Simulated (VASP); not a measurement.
# Cs2AgBiBr6 (Fm-3m) in VASP: further runs

Runs on Cs2AgBiBr6. Level: PBEsol. Tasks: single point.

Program: VASP 6.6.1. These are calculated values, not measurements. Logs are shortened: lines on timing, memory, paths and dates and some standing lists are left out, and cuts for length are marked.

## Step 1: The cell of the first run

Symmetry: Fm-3m, No. 225, cubic system. The conventional cell has a = 10.959 Å, b = 10.959 Å, c = 10.959 Å, α = 90.00°, β = 90.00°, γ = 90.00°. Within 5.1 Å of Cs (site symmetry -43m) lie 12 Br at 3.88 Å and 4 Ag at 4.75 Å and 4 Bi at 4.75 Å. Within 3.5 Å of Ag (site symmetry m-3m) lie 6 Br at 2.68 Å. Bi (site symmetry m-3m) has 6 Br at 2.80 Å within 3.7 Å. Within 3.5 Å of Br (site symmetry 4mm) lie 1 Ag at 2.68 Å and 1 Bi at 2.80 Å.

## Step 2: Single point, PBEsol (32.90 Å³/atom)

Input file INCAR:

```
PREC = Accurate ; ENCUT = 520
EDIFF = 1E-6 ; ISMEAR = 0
SIGMA = 0.02 ; LREAL = False
LASPH = True ; NELM = 100
ALGO = Normal ; ISIF = 2
LWAVE = False ; LCHARG = False
GGA = PS ; NBANDS = 54
```

Input file KPOINTS:

```
Automatic mesh
0
Gamma
  4 4 4
```

Input file POSCAR:

```
Cs2AgBiBr6
1.0
    0.0000000000      5.4794988712      5.4794988712
    5.4794988712      0.0000000000      5.4794988712
    5.4794988712      5.4794988712      0.0000000000
Cs Ag Bi Br
2 1 1 6
Direct
    0.2500000000      0.2500000000      0.2500000000
    0.7500000000      0.7500000000      0.7500000000
    0.5000000000      0.5000000000      0.5000000000
    0.0000000000      0.0000000000      0.0000000000
    0.2552263507      0.7447736493      0.2552263507
    0.2552263507      0.7447736493      0.7447736493
    0.7447736493      0.2552263507      0.7447736493
    0.7447736493      0.2552263507      0.2552263507
    0.2552263507      0.2552263507      0.7447736493
    0.7447736493      0.7447736493      0.2552263507
```

Potentials or basis: VASP PAW PBE potentials, release 64 (Cs_sv, Ag, Bi_d, Br).

The run is started by

```sh
cat potpaw_PBE.64/Cs_sv/POTCAR potpaw_PBE.64/Ag/POTCAR potpaw_PBE.64/Bi_d/POTCAR potpaw_PBE.64/Br/POTCAR > POTCAR
mpirun -np 1 vasp_std > vasp.out
```

OUTCAR:

```text
PREC = Accurate
   ENCUT = 520
   EDIFF = 1E-6
   ISMEAR = 0
   LREAL = False
   LASPH = True
   NELM = 100
   ISIF = 2
   GGA = PS

 ion  position               nearest neighbor table
   1  0.250  0.250  0.250-
   2  0.750  0.750  0.750-
   3  0.500  0.500  0.500-   5 2.68   6 2.68   7 2.68   8 2.68   9 2.68  10 2.68
   4  0.000  0.000  0.000-   5 2.80   6 2.80   7 2.80   8 2.80   9 2.80  10 2.80
   5  0.255  0.745  0.255-   3 2.68   4 2.80
   6  0.255  0.745  0.745-   3 2.68   4 2.80
   7  0.745  0.255  0.745-   3 2.68   4 2.80
   8  0.745  0.255  0.255-   3 2.68   4 2.80
   9  0.255  0.255  0.745-   3 2.68   4 2.80
  10  0.745  0.745  0.255-   3 2.68   4 2.80

  LATTYP: Found a face centered cubic cell.
 ALAT       =    10.9589977424

  Lattice vectors:

 A1 = (   0.0000000000,   5.4794988712,   5.4794988712)
 A2 = (   5.4794988712,   0.0000000000,   5.4794988712)
 A3 = (   5.4794988712,   5.4794988712,   0.0000000000)

Analysis of symmetry for initial positions (statically):
=====================================================================
 Subroutine PRICEL returns:
 Original cell was already a primitive cell.

 Routine SETGRP: Setting up the symmetry group for a
 face centered cubic supercell.

 Subroutine GETGRP returns: Found 48 space group operations
 (whereof 48 operations were pure point group operations)
 out of a pool of 48 trial point group operations.

The static configuration has the point symmetry O_h .

Analysis of symmetry for dynamics (positions and initial velocities):
=====================================================================
 Subroutine PRICEL returns:
 Original cell was already a primitive cell.

 Routine SETGRP: Setting up the symmetry group for a
 face centered cubic supercell.

 Subroutine GETGRP returns: Found 48 space group operations
 (whereof 48 operations were pure point group operations)
 out of a pool of 48 trial point group operations.

The dynamic configuration has the point symmetry O_h .

 Subroutine INISYM returns: Found 48 space group operations
 (whereof 48 operations are pure point group operations),
[... 95 lines left out ...]
   EDIFF  = 0.1E-05   stopping-criterion for ELM
   LREAL  =      F    real-space projection
   EDIFFG = 0.1E-04   stopping-criterion for IOM
   NSW    =      0    number of steps for IOM
   IBRION =     -1    ionic relax: 0-MD 1-quasi-New 2-CG
   NFREE  =      0    steps in history (QN), initial steepest desc. (CG)
   ISIF   =      2    stress and relaxation
   ISYM   =      2    0-nonsym 1-usesym 2-fastsym
   POTIM  = 0.5000    time-step for ionic-motion
   TEBEG  =    0.0;   TEEND  =   0.0 temperature during run
   PSTRESS=    0.0 pullay stress
   NELECT =      86.0000    total number of electrons
   NUPDOWN=      -1.0000    fix difference up-down
   EMIN   =  10.00;   EMAX   =-10.00  energy-range for DOS
   EFERMI =   0.00;   METHOD = LEGACY
   ISMEAR =     0;   SIGMA  =   0.02  broadening in eV -4-tet -1-fermi 0-gaus
   EFERMI_NEDOS =   21; number of points for ismear=-14 and -15
   IALGO  =     38    algorithm
   IMIX   =      4    mixing-type and parameters
     AMIX     =   0.40;   BMIX     =  1.00
     AMIX_MAG =   1.60;   BMIX_MAG =  1.00
  volume/ion in A,a.u.               =      32.90       222.05
  Fermi-wavevector in a.u.,A,eV,Ry     =   1.046703  1.977982 14.906369  1.095587
  Thomas-Fermi vector in A             =   2.181552
   LORBIT       =      0    0 simple, 1 ext, 2 COOP (PROOUT), +10 PAW based schemes
   GGA     = PS    functional components
   LHFCALC =     F    Hartree Fock is set to
   AEXX    =    0.0000 exact exchange contribution
   IVDW    =     0    specifies the selected vdW correction
   LEPSILON=     F    determine dielectric tensor
   LRPA    =     F    only Hartree local field effects (RPA)
 non-spin polarized calculation
 Gauss-broadening in eV      SIGMA  =   0.02
  energy-cutoff  :      520.00
  volume of cell :      329.04
 maximum number of plane-waves:      8904
 NGX is ok and might be reduce to    60
   NGX = 29   NGY = 29   NGZ = 29

 number of electron      86.0000001 magnetization

 Free energy of the ion-electron system (eV)
  ---------------------------------------------------
  ext. energy  EPLUGINS =         0.00000000
  ---------------------------------------------------
  free energy    TOTEN  =       -31.70323647 eV

  energy without entropy =      -31.70323647  energy(sigma->0) =      -31.70323647

 E-fermi :   2.3069     XC(G=0):  -8.7074

 val. band max:        2.1294290021   @ k =   0.5000   0.5000   0.0000
 cond. band min:       3.1176000647   @ k =   0.5000   0.0000   0.0000
 fundamental gap:      0.9881710626
 Fermi energy:         2.3068724705

 k-point     1 :       0.0000    0.0000    0.0000
  band No.  band energies     occupation
      1     -21.1207      2.00000
      2     -21.1207      2.00000
      3     -21.0690      2.00000
      4     -21.0690      2.00000
      5     -21.0690      2.00000
      6     -18.8385      2.00000
[... 445 lines left out ...]
     53       7.8451      0.00000
     54       8.1710      0.00000

------------------------ aborting loop because EDIFF is reached ----------------------------------------

  FORCE on cell =-STRESS in cart. coord.  units (eV):
  Direction    XX          YY          ZZ          XY          YZ          ZX
  --------------------------------------------------------------------------------------
  -------------------------------------------------------------------------------------
  Total        4.0688728      4.0688728      4.0688728      0.0000000     -0.0000000      0.0000000
  in kB       19.8121757     19.8121757     19.8121757      0.0000000     -0.0000000      0.0000000
  external PRESSURE =      19.8121757 kB  Pullay stress =       0.0000000 kB

 VOLUME and BASIS-vectors are now :
 -----------------------------------------------------------------------------
  energy-cutoff  :      520.00
  volume of cell :      329.04
      direct lattice vectors                 reciprocal lattice vectors
     0.000000000  5.479498871  5.479498871    -0.091249220  0.091249220  0.091249220
     5.479498871  0.000000000  5.479498871     0.091249220 -0.091249220  0.091249220
     5.479498871  5.479498871  0.000000000     0.091249220  0.091249220 -0.091249220

 POSITION                                       TOTAL-FORCE (eV/Angst)
 -----------------------------------------------------------------------------------
      2.73975      2.73975      2.73975        -0.000000      0.000000     -0.000000
      8.21925      8.21925      8.21925        -0.000000     -0.000000     -0.000000
      5.47950      5.47950      5.47950        -0.000000      0.000000     -0.000000
      0.00000      0.00000      0.00000        -0.000000      0.000000     -0.000000
      5.47950      2.79703      5.47950        -0.000000      0.005677     -0.000000
      8.16197      5.47950      5.47950        -0.005677      0.000000     -0.000000
      5.47950      8.16197      5.47950        -0.000000     -0.005677     -0.000000
      2.79703      5.47950      5.47950         0.005677      0.000000     -0.000000
      5.47950      5.47950      2.79703        -0.000000      0.000000      0.005677
      5.47950      5.47950      8.16197        -0.000000      0.000000     -0.005677
 -----------------------------------------------------------------------------------
    total drift:                                0.000000     -0.000000     -0.000000

  FREE ENERGIE OF THE ION-ELECTRON SYSTEM (eV)
  ---------------------------------------------------
  free  energy   TOTEN  =       -31.7032364710 eV

  energy  without entropy=      -31.7032364710  energy(sigma->0) =      -31.70323647
```

Run time: 5.7 min. Hardware: 1 thread of Oxide Virtual Turin-like, shared host; peak memory 0.55 GiB.

What came out:

```
Free energy            : -31.7032 eV
Pressure               : 2.0 GPa
Largest force          : 0.006 eV/Å
Band gap on the k mesh : 0.99 eV (least direct gap 2.34 eV)
```

Forces on the atoms (eV/Å):
```
Cs   0.000  0.000  0.000
Cs   0.000  0.000  0.000
Ag   0.000  0.000  0.000
Bi   0.000  0.000  0.000
Br   0.000  0.006  0.000
Br  -0.006  0.000  0.000
Br   0.000 -0.006  0.000
Br   0.006  0.000  0.000
Br   0.000  0.000  0.006
Br   0.000  0.000 -0.006
```

Levels at points of the mesh, in eV from the valence-band top:
```tsv
k point	band 40	band 41	band 42	band 43	band 44	band 45	band 46	band 47
(0.00, 0.00, 0.00)	-1.50	-1.50	-0.72	-0.72	1.92	1.92	1.92	3.32
(0.50, 0.00, 0.00)	-1.87	-1.74	-1.47	-1.47	0.99	3.58	3.58	4.66
(0.50, 0.50, 0.00)	-1.90	-1.53	-0.73	0.00	2.51	2.51	2.93	4.64
```

Caveat: the PAW data sets were made with another functional, which shifts forces and pressure a little; spin-orbit coupling is left out, which moves the levels of the heavy elements. A k mesh can miss the band edges.

## Step 3: Single point, PBEsol (33.95 Å³/atom)

This run uses another cell than the first one, of 33.95 Å³/atom.

Input file INCAR:

```
ALGO     = Normal         # electronic algorithm
EDIFF    = 1E-6           # SCF threshold, eV
ENCUT    = 520            # plane-wave cutoff, eV
GGA      = PS             # functional
ISIF     = 2              # what is computed and relaxed
ISMEAR   = 0              # smearing method
LASPH    = T              # aspherical terms in the spheres
LCHARG   = F              # write CHGCAR
LREAL    = F              # projectors in reciprocal space
LWAVE    = F              # write WAVECAR
NBANDS   = 54             # bands
NELM     = 80             # most SCF steps
PREC     = Accurate       # precision mode
SIGMA    = 0.02           # smearing width, eV
```

Input file KPOINTS:

```
k-points
0
Gamma
  4 4 4
```

Input file POSCAR:

```
Cs2AgBiBr6
1.0
    0.0000000000      5.5371820456      5.5371820456
    5.5371820456      0.0000000000      5.5371820456
    5.5371820456      5.5371820456      0.0000000000
Cs Ag Bi Br
2 1 1 6
Direct
    0.2500000000      0.2500000000      0.2500000000
    0.7500000000      0.7500000000      0.7500000000
    0.5000000000      0.5000000000      0.5000000000
    0.0000000000      0.0000000000      0.0000000000
    0.2546172761      0.7453827239      0.2546172761
    0.2546172761      0.7453827239      0.7453827239
    0.7453827239      0.2546172761      0.7453827239
    0.7453827239      0.2546172761      0.2546172761
    0.2546172761      0.2546172761      0.7453827239
    0.7453827239      0.7453827239      0.2546172761
```

Potentials or basis: VASP PAW PBE potentials, release 64 (Cs_sv, Ag, Bi_d, Br).

The run is started by

```sh
cat potpaw_PBE.64/Cs_sv/POTCAR potpaw_PBE.64/Ag/POTCAR potpaw_PBE.64/Bi_d/POTCAR potpaw_PBE.64/Br/POTCAR > POTCAR
mpirun -np 1 vasp_std > vasp.out
```

Wall time 6.1 min (1 thread of Oxide Virtual Turin-like, shared host); peak memory 0.55 GiB.

The run converged. Its results:

```
Free energy            : -31.7978 eV
Pressure               : 0.9 GPa
Largest force          : 0.006 eV/Å
Band gap on the k mesh : 1.04 eV (least direct gap 2.34 eV)
```

Forces in eV/Å, atoms in the order of the input:
```
Cs   0.000  0.000  0.000
Cs   0.000  0.000  0.000
Ag   0.000  0.000  0.000
Bi   0.000  0.000  0.000
Br   0.000  0.006  0.000
Br  -0.006  0.000  0.000
Br   0.000 -0.006  0.000
Br   0.006  0.000  0.000
Br   0.000  0.000  0.006
Br   0.000  0.000 -0.006
```

Levels at points of the mesh, in eV from the valence-band top:
| k point | band 40 | band 41 | band 42 | band 43 | band 44 | band 45 | band 46 | band 47 |
| --- | --- | --- | --- | --- | --- | --- | --- | --- |
| (0.00, 0.00, 0.00) | -1.37 | -1.37 | -0.67 | -0.67 | 1.99 | 1.99 | 1.99 | 3.39 |
| (0.50, 0.00, 0.00) | -1.72 | -1.64 | -1.36 | -1.36 | 1.04 | 3.55 | 3.55 | 4.73 |
| (0.50, 0.50, 0.00) | -1.76 | -1.39 | -0.68 | 0.00 | 2.55 | 2.55 | 2.94 | 4.56 |

Caveat: the PAW data sets were made with another functional, which shifts forces and pressure a little; spin-orbit coupling is left out, which moves the levels of the heavy elements. A k mesh can miss the band edges.

## Step 4: Single point, PBEsol

This run uses another cell than the first one, of 35.00 Å³/atom.

Input file INCAR:

```
SYSTEM = Cs2AgBiBr6
PREC = Accurate ; ENCUT = 520
EDIFF = 1E-6 ; ISMEAR = 0
SIGMA = 0.02 ; LREAL = .FALSE.
LASPH = .TRUE. ; NELM = 80
ALGO = Normal ; ISIF = 2
LWAVE = .FALSE. ; LCHARG = .FALSE.
GGA = PS ; NBANDS = 54
```

Input file KPOINTS:

```
regular mesh
0
G
  4 4 4
  0 0 0
```

Input file POSCAR:

```
Cs2AgBiBr6
1.0
    0.0000000000      5.5936878059      5.5936878059
    5.5936878059      0.0000000000      5.5936878059
    5.5936878059      5.5936878059      0.0000000000
Cs Ag Bi Br
2 1 1 6
Direct
    0.2500000000      0.2500000000      0.2500000000
    0.7500000000      0.7500000000      0.7500000000
    0.5000000000      0.5000000000      0.5000000000
    0.0000000000      0.0000000000      0.0000000000
    0.2539143111      0.7460856889      0.2539143111
    0.2539143111      0.7460856889      0.7460856889
    0.7460856889      0.2539143111      0.7460856889
    0.7460856889      0.2539143111      0.2539143111
    0.2539143111      0.2539143111      0.7460856889
    0.7460856889      0.7460856889      0.2539143111
```

The run is started by

```sh
cat potpaw_PBE.64/Cs_sv/POTCAR potpaw_PBE.64/Ag/POTCAR potpaw_PBE.64/Bi_d/POTCAR potpaw_PBE.64/Br/POTCAR > POTCAR
mpirun -np 1 vasp_std > vasp.out
```

Run time: 6.6 min. Hardware: 1 thread of Oxide Virtual Turin-like, shared host; peak memory 0.55 GiB.

It converged, with:

```yaml
Free_energy: -31.8280 eV
Pressure: 0.0 GPa
Largest_force: 0.006 eV/Å
Band_gap_on_the_k_mesh: 1.10 eV (least direct gap 2.33 eV)
```

Forces in eV/Å, atoms in the order of the input:
```
Cs   0.000  0.000  0.000
Cs   0.000  0.000  0.000
Ag   0.000  0.000  0.000
Bi   0.000  0.000  0.000
Br   0.000  0.006  0.000
Br  -0.006  0.000  0.000
Br   0.000 -0.006  0.000
Br   0.006  0.000  0.000
Br   0.000  0.000  0.006
Br   0.000  0.000 -0.006
```

Levels at points of the mesh, in eV from the valence-band top:
| k point | band 40 | band 41 | band 42 | band 43 | band 44 | band 45 | band 46 | band 47 |
| --- | --- | --- | --- | --- | --- | --- | --- | --- |
| (0.00, 0.00, 0.00) | -1.25 | -1.25 | -0.63 | -0.63 | 2.06 | 2.06 | 2.06 | 3.45 |
| (0.50, 0.00, 0.00) | -1.58 | -1.54 | -1.26 | -1.26 | 1.10 | 3.53 | 3.53 | 4.80 |
| (0.50, 0.50, 0.00) | -1.63 | -1.27 | -0.64 | 0.00 | 2.58 | 2.58 | 2.96 | 4.47 |

Caveat: the PAW data sets were made with another functional, which shifts forces and pressure a little; spin-orbit coupling is left out, which moves the levels of the heavy elements. PBEsol gaps usually lie below the measured ones, often by a third to a half.

## Step 5: Summary

| cell | gap on the mesh (eV) | pressure (GPa) | largest force (eV/Å) |
| --- | --- | --- | --- |
| a = 7.749 Å, angles 60.0°, 10 atoms, atomic positions A | 0.99 | 2.0 | 0.01 |
| a = 7.831 Å, angles 60.0°, 10 atoms, atomic positions B | 1.04 | 0.9 | 0.01 |
| a = 7.911 Å, angles 60.0°, 10 atoms, atomic positions C | 1.10 | 0.0 | 0.01 |

Alike in all rows: task single point; level PBEsol; potentials or basis VASP PAW PBE potentials, release 64 (Cs_sv, Ag, Bi_d, Br); no spin polarisation; k mesh 4 × 4 × 4; cutoff (eV) 520; smearing gaussian 0.02 eV.

Caveats: the PAW data sets were made with another functional, which shifts forces and pressure a little; spin-orbit coupling is left out, which moves the levels of the heavy elements.

Total energies depend on the potentials used, so only differences within one code and one set of settings carry meaning.
